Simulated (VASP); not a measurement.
Here is a VASP 6.6.1 calculation.

Contents of INCAR:

```
SYSTEM = MgCd2S3
PREC = Accurate ; ENCUT = 520
EDIFF = 1E-6 ; ISMEAR = 0
SIGMA = 0.1 ; LREAL = .FALSE.
LASPH = .TRUE. ; NELM = 80
ALGO = Normal ; ISIF = 2
LWAVE = .FALSE. ; LCHARG = .FALSE.
GGA = PE ; NBANDS = 56
```

KPOINTS

```
Automatic mesh
0
G
  6 6 1
  0 0 0
```

Contents of POSCAR:

```
MgCd2S3
1.0
    4.1512308461      0.0000000030      0.0000000000
   -2.0756154256      3.5950713682      0.0000000000
    0.0000000000      0.0000000000     20.1721873961
Mg Cd S
2 4 6
Direct
    0.6666666667      0.3333333333      0.5021450733
    0.6666666667      0.3333333333      0.8312017793
    0.3333333333      0.6666666667     -0.0025383466
    0.3333333333      0.6666666667      0.3395594481
    0.3333333333      0.6666666667      0.6687253752
    0.6666666667      0.3333333333      0.1682988542
    0.3333333333      0.6666666667      0.1249426128
    0.3333333333      0.6666666667      0.4670059727
    0.3333333333      0.6666666667      0.7960661947
    0.6666666667      0.3333333333      0.2958652518
    0.6666666667      0.3333333333      0.6248354218
    0.6666666667      0.3333333333      0.9538923427
```

Potentials or basis: VASP PAW PBE potentials, release 64 (Mg, Cd, S).

The run is started by

```bash
$ cat potpaw_PBE.64/Mg/POTCAR potpaw_PBE.64/Cd/POTCAR potpaw_PBE.64/S/POTCAR > POTCAR
$ mpirun -np 1 vasp_std > vasp.out
```

Question: Predict the pressure.

Answer: 0.1 GPa.

Question: Estimate the largest force.

Answer: 0.046 eV/Å.

Forces in eV/Å, atoms in the order of the input:
```
Mg   0.000  0.000  0.021
Mg   0.000  0.000  0.021
Cd   0.000  0.000  0.005
Cd   0.000  0.000  0.006
Cd   0.000  0.000  0.003
Cd   0.000  0.000  0.007
S    0.000  0.000 -0.006
S    0.000  0.000  0.021
S    0.000  0.000  0.022
S    0.000  0.000 -0.008
S    0.000  0.000 -0.045
S    0.000  0.000 -0.046
```
